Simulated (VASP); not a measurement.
# V (a cell with a defect) in VASP: single point with PBE

Aim: the single point of V (a cell with a defect) with PBE.

Program: VASP 6.6.1. These are calculated values, not measurements. Logs are shortened: lines on timing, memory, paths and dates and some standing lists are left out, and cuts for length are marked.

## Step 1: The cell of the first run

The cell holds a defect, 17 atoms: a = 6.040 Å, b = 6.040 Å, c = 6.040 Å, α = 90.00°, β = 90.00°, γ = 90.00°.

## Step 2: Single point, PBE

File INCAR:

```
SYSTEM = V
PREC     = Accurate       ! precision mode
ENCUT    = 520            ! plane-wave cutoff, eV
EDIFF    = 1E-6           ! SCF threshold, eV
ISMEAR   = 0              ! smearing method
SIGMA    = 0.15           ! smearing width, eV
LREAL    = Auto         
LASPH    = .TRUE.         ! aspherical terms in the spheres
NELM     = 80             ! most SCF steps
ALGO     = Normal         ! electronic algorithm
ISIF     = 2              ! what is computed and relaxed
LWAVE    = .FALSE.        ! write WAVECAR
LCHARG   = .FALSE.        ! write CHGCAR
GGA      = PE             ! functional
NBANDS   = 124            ! bands
```

File KPOINTS:

```
Automatic mesh
0
G
  3 3 3
  0 0 0
```

File POSCAR:

```
V
1.0
    6.0400000000      0.0000000000      0.0000000000
    0.0000000000      6.0400000000      0.0000000000
    0.0000000000      0.0000000000      6.0400000000
V
17
Direct
    0.0057819849      0.0006571786      0.0128645664
    0.5074919970      0.0029937650      0.0074214400
    0.0304056621      0.5222522827     -0.0148268397
    0.0170834115      0.0010105556      0.5063919690
    0.2585784958      0.2492681337      0.2577127550
    0.5009939830      0.5052475536      0.0030370174
    0.4263661122     -0.0731345963      0.5735917602
    0.8184925767      0.3260583594      0.1775306006
    0.0034740390      0.4936801475      0.5059990931
    0.2554998348      0.7477929019      0.2527357164
    0.2602162680      0.2518862439      0.7573049609
    0.5072665502      0.5037973037      0.5040208635
    0.7543360848      0.7454518668      0.2576980106
    0.7560123454      0.2503184715      0.7658081130
    0.2325770853      0.7277995176      0.7811649631
    0.7569557270      0.7568752134      0.7523411979
    0.6495009422      0.1216587013      0.3974933127
```

Potentials or basis: VASP PAW PBE potentials, release 64 (V_sv).

Started as:

```
$ cat potpaw_PBE.64/V_sv/POTCAR > POTCAR
$ mpirun -np 1 vasp_std > vasp.out
```

OUTCAR:

```text
SYSTEM = V
   PREC = Accurate
   ENCUT = 520
   EDIFF = 1E-6
   ISMEAR = 0
   LREAL = Auto
   LASPH = .TRUE.
   NELM = 80
   ISIF = 2
   GGA = PE

 ion  position               nearest neighbor table
   1  0.006  0.001  0.013-   8 2.48  15 2.56  10 2.59   5 2.60  14 2.60  13 2.62  16 2.63  11 2.65
                             3 2.90
   2  0.507  0.003  0.007-  14 2.57   5 2.60  11 2.60  17 2.61  16 2.62  10 2.62  13 2.63   7 2.71
                            15 2.72   8 2.90
   3  0.030  0.522  0.985-   8 2.10  15 2.13  10 2.51  11 2.55  16 2.59  14 2.68  13 2.70   5 2.71
                             6 2.85   1 2.90   9 2.90
   4  0.017  0.001  0.506-  17 2.43   7 2.54   5 2.58  11 2.60  10 2.60  16 2.62  13 2.68  15 2.68
                            14 2.68
   5  0.259  0.249  0.258-   4 2.58   2 2.60   1 2.60   9 2.61  12 2.61  17 2.62   6 2.63   3 2.71
                             8 2.74   7 2.91
   6  0.501  0.505  0.003-   8 2.44  15 2.50  10 2.57  11 2.58  14 2.61  13 2.61   5 2.63  16 2.64
                             3 2.85
   7  0.426  0.927  0.574-  17 2.08  15 2.09  10 2.45  11 2.47  16 2.49   4 2.54  12 2.64   2 2.71
                             5 2.91
   8  0.818  0.326  0.178-  17 2.08   3 2.10   6 2.44   1 2.48   9 2.49  14 2.56  13 2.61   5 2.74
                             2 2.90
   9  0.003  0.494  0.506-   8 2.49  15 2.58   5 2.61  13 2.61  11 2.62  14 2.62  16 2.64  10 2.65
                             3 2.90
  10  0.255  0.748  0.253-   7 2.45   3 2.51   6 2.57   1 2.59   4 2.60  12 2.61   2 2.62   9 2.65
                            15 2.85
  11  0.260  0.252  0.757-   7 2.47   3 2.55   6 2.58   4 2.60   2 2.60   9 2.62  12 2.62   1 2.65
                            15 2.88
  12  0.507  0.504  0.504-  17 2.55  13 2.56  10 2.61   5 2.61  16 2.62  11 2.62   7 2.64  14 2.66
                            15 2.72
  13  0.754  0.745  0.258-  17 2.51  12 2.56   8 2.61   6 2.61   9 2.61   1 2.62   2 2.63   4 2.68
                             3 2.70
  14  0.756  0.250  0.766-  17 2.44   8 2.56   2 2.57   1 2.60   6 2.61   9 2.62  12 2.66   3 2.68
                             4 2.68
  15  0.233  0.728  0.781-   7 2.09   3 2.13   6 2.50   1 2.56   9 2.58   4 2.68  12 2.72   2 2.72
                            10 2.85  11 2.88  16 2.88
  16  0.757  0.757  0.752-   7 2.49   3 2.59   4 2.62   2 2.62  12 2.62   1 2.63   9 2.64   6 2.64
                            15 2.88
  17  0.650  0.122  0.397-   8 2.08   7 2.08   4 2.43  14 2.44  13 2.51  12 2.55   2 2.61   5 2.62

  LATTYP: Found a simple cubic cell.
 ALAT       =     6.0400000000

  Lattice vectors:

 A1 = (   6.0400000000,   0.0000000000,   0.0000000000)
 A2 = (   0.0000000000,   6.0400000000,   0.0000000000)
 A3 = (   0.0000000000,   0.0000000000,   6.0400000000)

Analysis of symmetry for initial positions (statically):
=====================================================================
 Subroutine PRICEL returns:
 Original cell was already a primitive cell.

 Routine SETGRP: Setting up the symmetry group for a
 simple cubic supercell.

 Subroutine GETGRP returns: Found  1 space group operations
 (whereof  1 operations were pure point group operations)
 out of a pool of 48 trial point group operations.

The static configuration has the point symmetry C_1 .

Analysis of symmetry for dynamics (positions and initial velocities):
=====================================================================
 Subroutine PRICEL returns:
 Original cell was already a primitive cell.

 Routine SETGRP: Setting up the symmetry group for a
 simple cubic supercell.

 Subroutine GETGRP returns: Found  1 space group operations
 (whereof  1 operations were pure point group operations)
 out of a pool of 48 trial point group operations.

The dynamic configuration has the point symmetry C_1 .

 Subroutine INISYM returns: Found  1 space group operations
 (whereof  1 operations are pure point group operations),
 and found     1 'primitive' translations

----------------------------------------------------------------------------------------

                                     Primitive cell

  volume of cell :     220.3489

  direct lattice vectors                    reciprocal lattice vectors
     6.040000000  0.000000000  0.000000000     0.165562914  0.000000000  0.000000000
     0.000000000  6.040000000  0.000000000     0.000000000  0.165562914  0.000000000
     0.000000000  0.000000000  6.040000000     0.000000000  0.000000000  0.165562914

  length of vectors
     6.040000000  6.040000000  6.040000000     0.165562914  0.165562914  0.165562914

  position of ions in fractional coordinates (direct lattice)
     0.005781985  0.000657179  0.012864566
     0.507491997  0.002993765  0.007421440
     0.030405662  0.522252283  0.985173160
     0.017083412  0.001010556  0.506391969
     0.258578496  0.249268134  0.257712755
     0.500993983  0.505247554  0.003037017
[... 9 lines left out ...]
     0.756955727  0.756875213  0.752341198
     0.649500942  0.121658701  0.397493313

  ion indices of the primitive-cell ions
   primitive index   ion index
                 1           1
                 2           2
                 3           3
                 4           4
                 5           5
                 6           6
[... 9 lines left out ...]
                16          16
                17          17

----------------------------------------------------------------------------------------

 KPOINTS: Automatic mesh

Automatic generation of k-mesh.
 Grid dimensions read from file:
 generate k-points for:    3    3    3

 Generating k-lattice:

  Cartesian coordinates                     Fractional coordinates (reciprocal lattice)
     0.055187638  0.000000000  0.000000000     0.333333333  0.000000000  0.000000000
     0.000000000  0.055187638  0.000000000     0.000000000  0.333333333  0.000000000
     0.000000000  0.000000000  0.055187638     0.000000000  0.000000000  0.333333333

  Length of vectors
     0.055187638  0.055187638  0.055187638

  Shift w.r.t. Gamma in fractional coordinates (k-lattice)
     0.000000000  0.000000000  0.000000000

 Subroutine IBZKPT returns following result:
 ===========================================

 Found     14 irreducible k-points:

 Following reciprocal coordinates:
            Coordinates               Weight
  0.000000  0.000000  0.000000      1.000000
  0.333333  0.000000  0.000000      2.000000
  0.000000  0.333333  0.000000      2.000000
  0.000000  0.000000  0.333333      2.000000
  0.333333  0.333333  0.000000      2.000000
  0.000000  0.333333  0.333333      2.000000
  0.333333  0.000000  0.333333      2.000000
 -0.333333  0.333333  0.000000      2.000000
 -0.333333  0.000000  0.333333      2.000000
  0.000000 -0.333333  0.333333      2.000000
  0.333333  0.333333  0.333333      2.000000
 -0.333333  0.333333  0.333333      2.000000
 -0.333333 -0.333333  0.333333      2.000000
  0.333333 -0.333333  0.333333      2.000000
   k-points           NKPTS =     14   k-points in BZ     NKDIM =     14   number of bands    NBANDS=    124
   number of dos      NEDOS =    301   number of ions     NIONS =     17
   total plane-waves  NPLWV = 110592
   dimension x,y,z NGX =    48 NGY =   48 NGZ =   48
   dimension x,y,z NGXF=    96 NGYF=   96 NGZF=   96
   ions per type =              17
   NGX,Y,Z   is equivalent  to a cutoff of  13.21, 13.21, 13.21 a.u.
   NGXF,Y,Z  is equivalent  to a cutoff of  26.42, 26.42, 26.42 a.u.
 SYSTEM =  V
   PREC   = accura    normal or accurate (medium, high low for compatibility)
   ISTART =      0    job   : 0-new  1-cont  2-samecut
   ICHARG =      2    charge: 1-file 2-atom 10-const
   ISPIN  =      1    spin polarized calculation?
   LNONCOLLINEAR =      F non collinear calculations
   LSORBIT =      F    spin-orbit coupling
   LASPH  =      T    aspherical Exc in radial PAW
   ENCUT  =  520.0 eV  38.22 Ry    6.18 a.u.  11.23 11.23 11.23*2*pi/ulx,y,z
   NELM   =     80;   NELMIN=  2; NELMDL= -5     # of ELM steps
   EDIFF  = 0.1E-05   stopping-criterion for ELM
   LREAL  =      T    real-space projection
   EDIFFG = 0.1E-04   stopping-criterion for IOM
   NSW    =      0    number of steps for IOM
   IBRION =     -1    ionic relax: 0-MD 1-quasi-New 2-CG
   NFREE  =      0    steps in history (QN), initial steepest desc. (CG)
   ISIF   =      2    stress and relaxation
   ISYM   =      2    0-nonsym 1-usesym 2-fastsym
   POTIM  = 0.5000    time-step for ionic-motion
   TEBEG  =    0.0;   TEEND  =   0.0 temperature during run
   PSTRESS=    0.0 pullay stress
   NELECT =     221.0000    total number of electrons
   NUPDOWN=      -1.0000    fix difference up-down
   EMIN   =  10.00;   EMAX   =-10.00  energy-range for DOS
   EFERMI =   0.00;   METHOD = LEGACY
   ISMEAR =     0;   SIGMA  =   0.15  broadening in eV -4-tet -1-fermi 0-gaus
   EFERMI_NEDOS =   21; number of points for ismear=-14 and -15
   IALGO  =     38    algorithm
   IMIX   =      4    mixing-type and parameters
     AMIX     =   0.40;   BMIX     =  1.00
     AMIX_MAG =   1.60;   BMIX_MAG =  1.00
  volume/ion in A,a.u.               =      12.96        87.47
  Fermi-wavevector in a.u.,A,eV,Ry     =   1.638710  3.096712 36.536663  2.685369
  Thomas-Fermi vector in A             =   2.729637
   LORBIT       =      0    0 simple, 1 ext, 2 COOP (PROOUT), +10 PAW based schemes
   GGA     = PE    functional components
   LHFCALC =     F    Hartree Fock is set to
   AEXX    =    0.0000 exact exchange contribution
   IVDW    =     0    specifies the selected vdW correction
   LEPSILON=     F    determine dielectric tensor
   LRPA    =     F    only Hartree local field effects (RPA)
 non-spin polarized calculation
 Gauss-broadening in eV      SIGMA  =   0.15
  energy-cutoff  :      520.00
  volume of cell :      220.35
 maximum number of plane-waves:      6031
 NGX is ok and might be reduce to    48
   NGX = 23   NGY = 23   NGZ = 23

 number of electron     221.0000017 magnetization

 Free energy of the ion-electron system (eV)
  ---------------------------------------------------
  ext. energy  EPLUGINS =         0.00000000
  ---------------------------------------------------
  free energy    TOTEN  =      -149.19994119 eV

  energy without entropy =     -148.97609087  energy(sigma->0) =     -149.08801603

 E-fermi :  10.2981     XC(G=0): -13.0814

 val. band max:       10.2958866279   @ k =  -0.3333   0.3333   0.0000
 cond. band min:      10.3068106331   @ k =   0.0000  -0.3333   0.3333
 fundamental gap:      0.0109240052
 Fermi energy:        10.2980907562

 k-point     1 :       0.0000    0.0000    0.0000
  band No.  band energies     occupation
      1     -53.6067      2.00000
      2     -53.3977      2.00000
      3     -53.3875      2.00000
      4     -53.3776      2.00000
      5     -53.3727      2.00000
      6     -53.3598      2.00000
[... 114 lines left out ...]
    121      11.6124      0.00000
    122      11.6620      0.00000

 k-point     2 :       0.3333    0.0000    0.0000
  band No.  band energies     occupation
      1     -53.5694      2.00000
      2     -53.4718      2.00000
      3     -53.3932      2.00000
      4     -53.3815      2.00000
      5     -53.3754      2.00000
      6     -53.3537      2.00000
[... 1498 lines left out ...]
      5     -53.4060      2.00000
      6     -53.3833      2.00000
[... 114 lines left out ...]
    121      11.6550      0.00000
    122      11.7314      0.00000
 [bands above 122 left out]

------------------------ aborting loop because EDIFF is reached ----------------------------------------

  FORCE on cell =-STRESS in cart. coord.  units (eV):
  Direction    XX          YY          ZZ          XY          YZ          ZX
  --------------------------------------------------------------------------------------
  -------------------------------------------------------------------------------------
  Total       16.9585997     16.7867092     16.9408093      3.0330171     -3.1537130     -2.8367907
  in kB      123.3075748    122.0577426    123.1782188     22.0533525    -22.9309438    -20.6265721
  external PRESSURE =     122.8478454 kB  Pullay stress =       0.0000000 kB

 VOLUME and BASIS-vectors are now :
 -----------------------------------------------------------------------------
  energy-cutoff  :      520.00
  volume of cell :      220.35
      direct lattice vectors                 reciprocal lattice vectors
     6.040000000  0.000000000  0.000000000     0.165562914  0.000000000  0.000000000
     0.000000000  6.040000000  0.000000000     0.000000000  0.165562914  0.000000000
     0.000000000  0.000000000  6.040000000     0.000000000  0.000000000  0.165562914

 POSITION                                       TOTAL-FORCE (eV/Angst)
 -----------------------------------------------------------------------------------
      0.03492      0.00397      0.07770         0.005003     -0.013056     -0.005817
      3.06525      0.01808      0.04483         0.002329     -0.017646     -0.002399
      0.18365      3.15440      5.95045         0.025135      0.030449     -0.028301
      0.10318      0.00610      3.05861         0.019795     -0.008025      0.006485
      1.56181      1.50558      1.55659        -0.007725      0.010233     -0.004633
      3.02600      3.05170      0.01834         0.026337      0.001196      0.004287
[... 9 lines left out ...]
      4.57201      4.57153      4.54414        -0.007777      0.011710     -0.000871
      3.92299      0.73482      2.40086         0.019230     -0.007397      0.020059
 -----------------------------------------------------------------------------------
    total drift:                                0.019943      0.004979     -0.008297

  FREE ENERGIE OF THE ION-ELECTRON SYSTEM (eV)
  ---------------------------------------------------
  free  energy   TOTEN  =      -149.1999411920 eV

  energy  without entropy=     -148.9760908698  energy(sigma->0) =     -149.08801603
```

It took 34 min on 1 thread of AMD EPYC 7R13, shared host; peak memory 0.42 GiB.

Results:

* Free energy: -149.1999 eV
* Pressure: 12.3 GPa
* Largest force: 0.049 eV/Å

Forces in eV/Å, atoms in the order of the input:
```
V    0.005 -0.013 -0.006
V    0.002 -0.018 -0.002
V    0.025  0.030 -0.028
V    0.020 -0.008  0.006
V   -0.008  0.010 -0.005
V    0.026  0.001  0.004
V   -0.026  0.004 -0.006
V   -0.007  0.015 -0.026
V   -0.002 -0.003  0.015
V   -0.001 -0.005 -0.004
V    0.010  0.014 -0.004
V    0.011 -0.001  0.007
V   -0.015 -0.005 -0.013
V   -0.025  0.006  0.021
V   -0.028 -0.033  0.022
V   -0.008  0.012 -0.001
V    0.019 -0.007  0.020
```

Stress tensor (GPa, compression positive):
```
12.33  2.21 -2.06
 2.21 12.21 -2.29
-2.06 -2.29 12.32
```
